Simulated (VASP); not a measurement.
## SiO2: single point with PBE

Crystal: SiO2.

```
CELL_PARAMETERS angstrom
0.00000 4.81477 7.48509
2.40475 0.00000 7.48509
2.40475 4.81477 0.00000
ATOMIC_POSITIONS crystal
Si 0.56352 0.56352 0.93648
Si 0.31352 0.31352 0.68648
Si 0.68648 0.68648 0.31352
Si 0.93648 0.93648 0.56352
O 0.62500 0.12500 0.62500
O 0.62500 0.62500 0.12500
O 0.62500 0.62500 0.62500
O 0.12500 0.62500 0.62500
O 0.18965 0.81035 0.18965
O 0.81035 0.18965 0.81035
O 0.43965 0.06035 0.43965
O 0.06035 0.43965 0.06035
```

```yaml
Program: VASP 6.6.1
Task: single point
Functional: PBE
Potentials_or_basis: VASP PAW PBE potentials, release 64 (Si, O)
Cutoff: 520 eV
k_mesh: 6 × 6 × 6
Occupations: gaussian, width 0.02 eV
Spin: no spin polarisation
Dipole_correction: no
Further_INCAR_settings: ALGO = Normal; EDIFF = 1e-06; NBANDS = 44
```

| Item | Value |
| --- | --- |
| Pressure | -3.3 GPa |
| Largest force | 0.027 eV/Å |
| Band gap on the k mesh | 5.40 eV |

Forces in eV/Å, atoms in the order of the input:
```
Si   0.000  0.000  0.027
Si   0.000  0.000  0.027
Si   0.000  0.000 -0.027
Si   0.000  0.000 -0.027
O    0.000  0.000  0.000
O    0.000  0.000  0.000
O    0.000  0.000  0.000
O    0.000  0.000  0.000
O    0.000  0.002  0.000
O    0.000 -0.002  0.000
O    0.000  0.002  0.000
O    0.000 -0.002  0.000
```

Stress tensor (GPa, compression positive):
```
-3.23  0.00  0.00
 0.00 -3.42  0.00
 0.00  0.00 -3.29
```

Levels at points of the mesh, in eV from the valence-band top:
```csv
k point,band 29,band 30,band 31,band 32,band 33,band 34,band 35,band 36
"(0.00, 0.00, 0.00)",-0.67,-0.43,-0.07,0.00,5.40,7.98,8.17,8.22
"(0.50, 0.00, 0.00)",-0.61,-0.57,-0.33,-0.27,7.62,8.31,8.42,9.19
"(0.50, 0.50, 0.00)",-0.61,-0.61,-0.18,-0.18,6.53,6.53,8.54,8.54
"(0.50, 0.00, 0.50)",-0.82,-0.82,-0.24,-0.24,7.52,7.52,9.32,9.32
"(0.00, 0.50, 0.50)",-0.87,-0.87,-0.11,-0.11,7.71,7.71,8.78,8.78
```

It took 4.7 min on 1 thread of Intel(R) Xeon(R) 6975P-C (Granite Rapids) (shared host), peak memory 0.56 GiB.

Caveat: the cell stands under tension. A k mesh can miss the band edges.
